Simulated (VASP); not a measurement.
A run of VASP 6.6.1:

Contents of INCAR:

```
SYSTEM = Zr2PdC2
  PREC = Accurate
  ENCUT = 520
  EDIFF = 1E-6
  ISMEAR = 0
  SIGMA = 0.1
  LREAL = .False.
  LASPH = .True.
  NELM = 100
  ALGO = Normal
  ISIF = 2
  LWAVE = .False.
  LCHARG = .False.
  GGA = PE
  NBANDS = 29
```

File KPOINTS:

```
Automatic mesh
0
Gamma
  8 8 8
  0 0 0
```

POSCAR

```
Zr2PdC2
1.0
   -1.8404468159      1.8404468159      4.5218078446
    1.8404468159     -1.8404468159      4.5218078446
    1.8404468159      1.8404468159     -4.5218078446
Zr Pd C
2 1 2
Direct
    0.7500000000      0.2500000000      0.5000000000
    0.2500000000      0.7500000000      0.5000000000
    0.0000000000      0.0000000000      0.0000000000
    0.3880000000      0.3880000000      0.0000000000
    0.6120000000      0.6120000000      0.0000000000
```

Potentials or basis: VASP PAW PBE potentials, release 64 (Zr_sv, Pd, C).

Launch:

```bash
$ cat potpaw_PBE.64/Zr_sv/POTCAR potpaw_PBE.64/Pd/POTCAR potpaw_PBE.64/C/POTCAR > POTCAR
$ mpirun -np 1 vasp_std > vasp.out
```

Hardware: 1 thread of Oxide Virtual Turin-like Processor (shared host).

Task: How long does it take, and how much memory?

Result: Run time: 3.5 min on 1 thread of Oxide Virtual Turin-like Processor, on a shared host, peak memory 0.27 GiB. Counts: scf iterations 17, k points 59.
